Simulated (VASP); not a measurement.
# RbCl (Fm-3m) in VASP: settings compared

RbCl is run at these levels: HSE06, PBE0; tasks: single point.

Program: VASP 6.6.1. These are calculated values, not measurements. Logs are shortened: lines on timing, memory, paths and dates and some standing lists are left out, and cuts for length are marked.

### Step 1. The cell of the first run

It takes space group Fm-3m (No. 225, cubic). The conventional cell has a = 6.612 Å, b = 6.612 Å, c = 6.612 Å, α = 90.00°, β = 90.00°, γ = 90.00°. Rb (site symmetry m-3m) has 6 Cl at 3.31 Å within 4.3 Å. Within 4.3 Å of Cl (site symmetry m-3m) lie 6 Rb at 3.31 Å.

### Step 2. Single point, HSE06

Input file POSCAR:

```
RbCl
1.0
    0.0000000000      3.3058125293      3.3058125293
    3.3058125293      0.0000000000      3.3058125293
    3.3058125293      3.3058125293      0.0000000000
Rb Cl
1 1
Direct
    0.0000000000      0.0000000000      0.0000000000
    0.5000000000      0.5000000000      0.5000000000
```

Input file INCAR.step1:

```
SYSTEM = RbCl
PREC = Accurate
ENCUT = 400
EDIFF = 1E-5
ISMEAR = 0
SIGMA = 0.01
LREAL = .False.
LASPH = .True.
NELM = 120
ALGO = Normal
ISIF = 2
LWAVE = .True.
GGA = PE
NBANDS = 15
GGA_COMPAT = .False.
```

Input file INCAR.step2:

```
SYSTEM = RbCl
PREC = Accurate
ENCUT = 400
EDIFF = 1E-6
ISMEAR = 0
SIGMA = 0.01
LREAL = .False.
LASPH = .True.
NELM = 120
ALGO = Normal
ISIF = 2
LWAVE = .False.
LCHARG = .True.
GGA = PE
LHFCALC = .True.
HFSCREEN = 0.2079
PRECFOCK = Normal
LELF = .True.
LVHAR = .True.
ISTART = 1
NBANDS = 15
GGA_COMPAT = .False.
```

Input file KPOINTS:

```
Automatic mesh
0
Gamma
  4 4 4
  0 0 0
```

Potentials or basis: VASP PAW PBE potentials, release 64 (Rb_sv, Cl).

Started as:

```sh
> cat potpaw_PBE.64/Rb_sv/POTCAR potpaw_PBE.64/Cl/POTCAR > POTCAR
> cp INCAR.step1 INCAR
> mpirun -np 1 vasp_std > vasp.out
> cp INCAR.step2 INCAR
> mpirun -np 1 vasp_std > vasp.out
```

OUTCAR:

```text
SYSTEM = RbCl
   PREC = Accurate
   ENCUT = 400
   EDIFF = 1E-6
   ISMEAR = 0
   LREAL = .False.
   LASPH = .True.
   NELM = 120
   ISIF = 2
   GGA = PE
   LHFCALC = .True.
   HFSCREEN = 0.2079
   PRECFOCK = Normal
   ISTART = 1

 ion  position               nearest neighbor table
   1  0.000  0.000  0.000-   2 3.31   2 3.31   2 3.31   2 3.31   2 3.31   2 3.31
   2  0.500  0.500  0.500-   1 3.31   1 3.31   1 3.31   1 3.31   1 3.31   1 3.31

  LATTYP: Found a face centered cubic cell.
 ALAT       =     6.6116250586

  Lattice vectors:

 A1 = (   0.0000000000,   3.3058125293,   3.3058125293)
 A2 = (   3.3058125293,   0.0000000000,   3.3058125293)
 A3 = (   3.3058125293,   3.3058125293,   0.0000000000)

Analysis of symmetry for initial positions (statically):
=====================================================================
 Subroutine PRICEL returns:
 Original cell was already a primitive cell.

 Routine SETGRP: Setting up the symmetry group for a
 face centered cubic supercell.

 Subroutine GETGRP returns: Found 48 space group operations
 (whereof 48 operations were pure point group operations)
 out of a pool of 48 trial point group operations.

The static configuration has the point symmetry O_h .

Analysis of symmetry for dynamics (positions and initial velocities):
=====================================================================
 Subroutine PRICEL returns:
 Original cell was already a primitive cell.

 Routine SETGRP: Setting up the symmetry group for a
 face centered cubic supercell.

 Subroutine GETGRP returns: Found 48 space group operations
 (whereof 48 operations were pure point group operations)
 out of a pool of 48 trial point group operations.

The dynamic configuration has the point symmetry O_h .

 Subroutine INISYM returns: Found 48 space group operations
 (whereof 48 operations are pure point group operations),
 and found     1 'primitive' translations

----------------------------------------------------------------------------------------

                                     Primitive cell

  volume of cell :      72.2545

  direct lattice vectors                    reciprocal lattice vectors
     0.000000000  3.305812529  3.305812529    -0.151248746  0.151248746  0.151248746
     3.305812529  0.000000000  3.305812529     0.151248746 -0.151248746  0.151248746
     3.305812529  3.305812529  0.000000000     0.151248746  0.151248746 -0.151248746

  length of vectors
     4.675124914  4.675124914  4.675124914     0.261970513  0.261970513  0.261970513

  position of ions in fractional coordinates (direct lattice)
     0.000000000  0.000000000  0.000000000
     0.500000000  0.500000000  0.500000000

  ion indices of the primitive-cell ions
   primitive index   ion index
                 1           1
                 2           2

----------------------------------------------------------------------------------------

 KPOINTS: Automatic mesh

Automatic generation of k-mesh.
 Grid dimensions read from file:
 generate k-points for:    4    4    4

 Generating k-lattice:

  Cartesian coordinates                     Fractional coordinates (reciprocal lattice)
    -0.037812187  0.037812187  0.037812187     0.250000000  0.000000000  0.000000000
     0.037812187 -0.037812187  0.037812187     0.000000000  0.250000000  0.000000000
     0.037812187  0.037812187 -0.037812187     0.000000000  0.000000000  0.250000000

  Length of vectors
     0.065492628  0.065492628  0.065492628

  Shift w.r.t. Gamma in fractional coordinates (k-lattice)
     0.000000000  0.000000000  0.000000000

 Subroutine IBZKPT returns following result:
 ===========================================

 Found      8 irreducible k-points:

 Following reciprocal coordinates:
            Coordinates               Weight
  0.000000  0.000000  0.000000      1.000000
  0.250000  0.000000  0.000000      8.000000
  0.500000  0.000000  0.000000      4.000000
  0.250000  0.250000  0.000000      6.000000
  0.500000  0.250000  0.000000     24.000000
 -0.250000  0.250000  0.000000     12.000000
  0.500000  0.500000  0.000000      3.000000
 -0.250000  0.500000  0.250000      6.000000
   k-points           NKPTS =      8   k-points in BZ     NKDIM =     64   number of bands    NBANDS=     15
   number of dos      NEDOS =    301   number of ions     NIONS =      2
   total plane-waves  NPLWV =  27000
   dimension x,y,z NGX =    30 NGY =   30 NGZ =   30
   dimension x,y,z NGXF=    60 NGYF=   60 NGZF=   60
   ions per type =               1   1
   NGX,Y,Z   is equivalent  to a cutoff of  10.67, 10.67, 10.67 a.u.
   NGXF,Y,Z  is equivalent  to a cutoff of  21.34, 21.34, 21.34 a.u.
 SYSTEM =  RbCl
   PREC   = accura    normal or accurate (medium, high low for compatibility)
   ISTART =      1    job   : 0-new  1-cont  2-samecut
   ICHARG =      0    charge: 1-file 2-atom 10-const
   ISPIN  =      1    spin polarized calculation?
   LNONCOLLINEAR =      F non collinear calculations
   LSORBIT =      F    spin-orbit coupling
   LASPH  =      T    aspherical Exc in radial PAW
   ENCUT  =  400.0 eV  29.40 Ry    5.42 a.u.   7.62  7.62  7.62*2*pi/ulx,y,z
   NELM   =    120;   NELMIN=  2; NELMDL=  0     # of ELM steps
   EDIFF  = 0.1E-05   stopping-criterion for ELM
   LREAL  =      F    real-space projection
   EDIFFG = 0.1E-04   stopping-criterion for IOM
   NSW    =      0    number of steps for IOM
   IBRION =     -1    ionic relax: 0-MD 1-quasi-New 2-CG
   NFREE  =      0    steps in history (QN), initial steepest desc. (CG)
   ISIF   =      2    stress and relaxation
   ISYM   =      3    0-nonsym 1-usesym 2-fastsym
   POTIM  = 0.5000    time-step for ionic-motion
   TEBEG  =    0.0;   TEEND  =   0.0 temperature during run
   PSTRESS=    0.0 pullay stress
   NELECT =      16.0000    total number of electrons
   NUPDOWN=      -1.0000    fix difference up-down
   EMIN   =  10.00;   EMAX   =-10.00  energy-range for DOS
   EFERMI =   0.00;   METHOD = LEGACY
   ISMEAR =     0;   SIGMA  =   0.01  broadening in eV -4-tet -1-fermi 0-gaus
   EFERMI_NEDOS =   21; number of points for ismear=-14 and -15
   IALGO  =     38    algorithm
   IMIX   =      1    mixing-type and parameters
     AMIX     =   0.40;   BMIX     =  1.00
     AMIX_MAG =   1.60;   BMIX_MAG =  1.00
  volume/ion in A,a.u.               =      36.13       243.80
  Fermi-wavevector in a.u.,A,eV,Ry     =   0.990436  1.871653 13.346830  0.980964
  Thomas-Fermi vector in A             =   2.122107
   LORBIT       =      0    0 simple, 1 ext, 2 COOP (PROOUT), +10 PAW based schemes
   GGA     = PE    functional components
   LHFCALC =     T    Hartree Fock is set to
   PRECFOCK=normal    Normal, Fast or Accurate (Low or Medium for compatibility)
   ENCUT4O =  -1.0   cutoff for four orbital integrals eV
   NKREDX  =     1    reduce k-point grid by
   NKREDY  =     1    reduce k-point grid by
   NKREDZ  =     1    reduce k-point grid by
   AEXX    =    0.2500 exact exchange contribution
   HFSCREEN=    0.2079 screening length (either q_TF or 0.3 A-1)
   HFSCREENC=   0.2079 screening length for correlation (either q_TF or 0.3 A-1)
   ENCUTFOCK=  -1.0 apply spherical cutoff to Coloumb kernel
   IVDW    =     0    specifies the selected vdW correction
   LEPSILON=     F    determine dielectric tensor
   LRPA    =     F    only Hartree local field effects (RPA)
 non-spin polarized calculation
 Gauss-broadening in eV      SIGMA  =   0.01
  energy-cutoff  :      400.00
  volume of cell :       72.25
 maximum number of plane-waves:      1363
  NGX = 24; NGY = 24; NGZ = 24

 number of electron      16.0000002 magnetization

 Free energy of the ion-electron system (eV)
  ---------------------------------------------------
  ext. energy  EPLUGINS =         0.00000000
  ---------------------------------------------------
  free energy    TOTEN  =        -7.74161426 eV

  energy without entropy =       -7.74161426  energy(sigma->0) =       -7.74161426

 E-fermi :  -2.8317     XC(G=0):  -6.1188

 val. band max:       -2.9157150526   @ k =   0.0000   0.0000   0.0000
 cond. band min:       3.3316156311   @ k =   0.0000   0.0000   0.0000
 fundamental gap:      6.2473306837
 Fermi energy:        -2.8317033301

 k-point     1 :       0.0000    0.0000    0.0000
  band No.  band energies     occupation
      1     -28.4304      2.00000
      2     -16.0378      2.00000
      3     -11.3182      2.00000
      4     -11.3182      2.00000
      5     -11.3182      2.00000
      6      -2.9157      2.00000
      7      -2.9157      2.00000
      8      -2.9157      2.00000
      9       3.3316      0.00000
     10       6.4777      0.00000
     11       6.4777      0.00000
     12       6.4777      0.00000
     13       7.5449      0.00000
     14       7.5449      0.00000
     15      10.3853      0.00000

 k-point     2 :       0.2500    0.0000    0.0000
  band No.  band energies     occupation
      1     -28.4221      2.00000
      2     -16.0642      2.00000
      3     -11.3221      2.00000
      4     -11.3221      2.00000
      5     -11.3033      2.00000
      6      -3.3875      2.00000
      7      -3.0904      2.00000
      8      -3.0904      2.00000
      9       4.5976      0.00000
     10       6.1942      0.00000
     11       7.2618      0.00000
     12       7.2618      0.00000
     13       8.4359      0.00000
     14       8.4359      0.00000
     15      12.2509      0.00000
[... 77 lines left out ...]
      3     -11.5757      2.00000
      4     -11.4198      2.00000
      5     -11.4198      2.00000
      6      -3.2521      2.00000
      7      -3.0245      2.00000
      8      -3.0245      2.00000
      9       4.5874      0.00000
     10       6.5346      0.00000
     11       8.0818      0.00000
     12       8.7164      0.00000
     13       9.0206      0.00000
     14      10.4205      0.00000
     15      10.4205      0.00000

 k-point     8 :      -0.2500    0.5000    0.2500
  band No.  band energies     occupation
      1     -28.4091      2.00000
      2     -16.0167      2.00000
      3     -11.4976      2.00000
      4     -11.4976      2.00000
      5     -11.3031      2.00000
      6      -3.3612      2.00000
      7      -3.1632      2.00000
      8      -3.1632      2.00000
      9       6.0739      0.00000
     10       6.0739      0.00000
     11       7.8624      0.00000
     12       7.9150      0.00000
     13      10.2252      0.00000
     14      10.4712      0.00000
     15      10.8675      0.00000

------------------------ aborting loop because EDIFF is reached ----------------------------------------

  FORCE on cell =-STRESS in cart. coord.  units (eV):
  Direction    XX          YY          ZZ          XY          YZ          ZX
  --------------------------------------------------------------------------------------
  -------------------------------------------------------------------------------------
  Total        0.1569809      0.1569809      0.1569809     -0.0000000     -0.0000000     -0.0000000
  in kB        3.4809087      3.4809087      3.4809087     -0.0000000     -0.0000000     -0.0000000
  external PRESSURE =       3.4809087 kB  Pullay stress =       0.0000000 kB

 VOLUME and BASIS-vectors are now :
 -----------------------------------------------------------------------------
  energy-cutoff  :      400.00
  volume of cell :       72.25
      direct lattice vectors                 reciprocal lattice vectors
     0.000000000  3.305812529  3.305812529    -0.151248746  0.151248746  0.151248746
     3.305812529  0.000000000  3.305812529     0.151248746 -0.151248746  0.151248746
     3.305812529  3.305812529  0.000000000     0.151248746  0.151248746 -0.151248746

 POSITION                                       TOTAL-FORCE (eV/Angst)
 -----------------------------------------------------------------------------------
      0.00000      0.00000      0.00000         0.000000     -0.000000      0.000000
      3.30581      3.30581      3.30581        -0.000000      0.000000     -0.000000
 -----------------------------------------------------------------------------------
    total drift:                                0.000000      0.000001      0.000001

  FREE ENERGIE OF THE ION-ELECTRON SYSTEM (eV)
  ---------------------------------------------------
  free  energy   TOTEN  =        -7.7416142562 eV

  energy  without entropy=       -7.7416142562  energy(sigma->0) =       -7.74161426
```

It took 1.7 min on 1 thread of Intel Xeon 6975P-C (Granite Rapids), shared host; peak memory 0.26 GiB.

What came out:

```
Free energy            : -7.7416 eV
Pressure               : 0.3 GPa
Band gap on the k mesh : 6.25 eV, direct
```

Levels at points of the mesh, in eV from the valence-band top:
| k point | band 4 | band 5 | band 6 | band 7 | band 8 | band 9 | band 10 | band 11 | band 12 | band 13 |
| --- | --- | --- | --- | --- | --- | --- | --- | --- | --- | --- |
| (0.00, 0.00, 0.00) | -8.40 | -8.40 | 0.00 | 0.00 | 0.00 | 6.25 | 9.39 | 9.39 | 9.39 | 10.46 |
| (0.50, 0.00, 0.00) | -8.41 | -8.37 | -0.86 | -0.34 | -0.34 | 8.99 | 9.31 | 11.66 | 11.66 | 12.76 |
| (0.50, 0.50, 0.00) | -8.50 | -8.50 | -0.34 | -0.11 | -0.11 | 7.50 | 9.45 | 11.00 | 11.63 | 11.94 |

Caveat: the PAW data sets were made with another functional, which shifts forces and pressure a little.

### Step 3. Single point, PBE0

POSCAR is that of step 2.

Input file INCAR.step1:

```
ALGO = Normal ; EDIFF = 1E-5
ENCUT = 400 ; GGA = PE
GGA_COMPAT = F ; ISIF = 2
ISMEAR = 0 ; LASPH = T
LCHARG = F ; LREAL = F
LWAVE = T ; NBANDS = 15
NELM = 120 ; PREC = Accurate
SIGMA = 0.01
```

Input file INCAR.step2:

```
AEXX = 0.25 ; ALGO = Normal
EDIFF = 1E-6 ; ENCUT = 400
GGA = PE ; GGA_COMPAT = F
ISIF = 2 ; ISMEAR = 0
ISTART = 1 ; LASPH = T
LCHARG = F ; LHFCALC = T
LREAL = F ; LWAVE = F
NBANDS = 15 ; NELM = 120
PREC = Accurate ; PRECFOCK = Normal
SIGMA = 0.01
```

Input file KPOINTS:

```
k-points
0
Gamma
  4 4 4
```

Potentials or basis: VASP PAW PBE potentials, release 64 (Rb_sv, Cl).

Started as:

```sh
> cat potpaw_PBE.64/Rb_sv/POTCAR potpaw_PBE.64/Cl/POTCAR > POTCAR
> cp INCAR.step1 INCAR
> mpirun -np 1 vasp_std > vasp.out
> cp INCAR.step2 INCAR
> mpirun -np 1 vasp_std > vasp.out
```

It took 93 s on 1 thread of Intel Xeon 6975P-C (Granite Rapids), shared host; peak memory 0.17 GiB.

Results (log left out):

```yaml
Free_energy: -8.2687 eV
Pressure: 0.3 GPa
Band_gap_on_the_k_mesh: 7.00 eV, direct
```

Levels at points of the mesh, in eV from the valence-band top:
```
           k point  band 4  band 5  band 6  band 7  band 8  band 9  band 10  band 11  band 12  band 13
(0.00, 0.00, 0.00)   -8.41   -8.41    0.00    0.00    0.00    7.00    10.18    10.18    10.18    11.24
(0.50, 0.00, 0.00)   -8.41   -8.38   -0.88   -0.35   -0.35    9.75    10.09    12.45    12.45    13.55
(0.50, 0.50, 0.00)   -8.51   -8.51   -0.34   -0.11   -0.11    8.27    10.22    11.77    12.42    12.72
```

Caveat: the PAW data sets were made with another functional, which shifts forces and pressure a little.
